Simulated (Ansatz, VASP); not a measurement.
# MgO in VASP and in Ansatz

File INCAR:

```
PREC     = Accurate       # precision mode
ENCUT    = 520            # plane-wave cutoff, eV
EDIFF    = 1E-6           # SCF threshold, eV
ISMEAR   = 0              # smearing method
SIGMA    = 0.05           # smearing width, eV
LREAL    = F              # projectors in reciprocal space
LASPH    = T              # aspherical terms in the spheres
NELM     = 60             # most SCF steps
ALGO     = Normal         # electronic algorithm
ISIF     = 2              # what is computed and relaxed
LWAVE    = F              # write WAVECAR
LCHARG   = F              # write CHGCAR
GGA      = PE             # functional
NBANDS   = 26             # bands
```

KPOINTS

```
regular mesh
0
Gamma
  6 6 6
```

The input POSCAR:

```
MgO
1.0
    4.2703000000      0.0000000000      0.0000000000
    0.0000000000     -4.2703000000      0.0000000000
    0.0000000000      0.0000000000     -4.2703000000
Mg O
4 4
Direct
   -0.0066234858      0.5066234858      0.5000000000
    0.5000000000      0.0000000000      0.5000000000
    0.5000000000      0.5000000000      0.0000000000
    0.0000000000      0.0000000000      0.0000000000
    0.5000000000      0.0000000000      0.0000000000
    0.0000000000      0.5000000000      0.0000000000
    0.0000000000      0.0000000000      0.5000000000
    0.5000000000      0.5000000000      0.5000000000
```

Input for Ansatz:

```yaml
crystal:
  lattice:
    - [4.2703, 0.0, 0.0]
    - [0.0, -4.2703, 0.0]
    - [0.0, 0.0, -4.2703]
  atoms:
    - { symbol: Mg, position: [-0.0066234858, 0.5066234858, 0.5] }
    - { symbol: Mg, position: [0.5, 0.0, 0.5] }
    - { symbol: Mg, position: [0.5, 0.5, 0.0] }
    - { symbol: Mg, position: [0.0, 0.0, 0.0] }
    - { symbol: O, position: [0.5, 0.0, 0.0] }
    - { symbol: O, position: [0.0, 0.5, 0.0] }
    - { symbol: O, position: [0.0, 0.0, 0.5] }
    - { symbol: O, position: [0.5, 0.5, 0.5] }
basis:
  ecutwfc: 420
kpoints:
  mp_grid: { grid: [6, 6, 6] }
hamiltonian:
  xc: pbe
scf:
  occupations: { method: gaussian, width: 0.05 }
output:
  forces: true
  stress: true
  eigenvalues: true
```

Alike in both runs: task single point; functional PBE; k mesh 6 × 6 × 6; occupations gaussian, width 0.05 eV; no spin polarisation.

|  | VASP | Ansatz |
| --- | --- | --- |
| version | VASP 6.6.1 | Ansatz 0.2.0 |
| potentials or method | VASP PAW PBE potentials, release 64 (Mg, O), cutoff 520 eV | scalar-relativistic, plane waves, PAW |
| valence electrons in the cell | 32 | 64 |

```csv
,VASP,Ansatz,Ansatz less VASP
gap on the k mesh at the Fermi level (eV),4.34,4.35,+0.017
least direct gap on the mesh (eV),4.34,4.35,+0.017
pressure (GPa),-2.4,-1.6,+0.79
rms of the force components (eV/Å),0.079,0.078,-0.0007
```

Atom by atom the forces differ by 0.001 eV/Å (rms over components). With one functional, cell and mesh, what is left measures potentials, basis and numerics. VASP's potentials hold 32 valence electrons a cell and Ansatz's 64, so a difference there can come from the potentials and not from the codes.
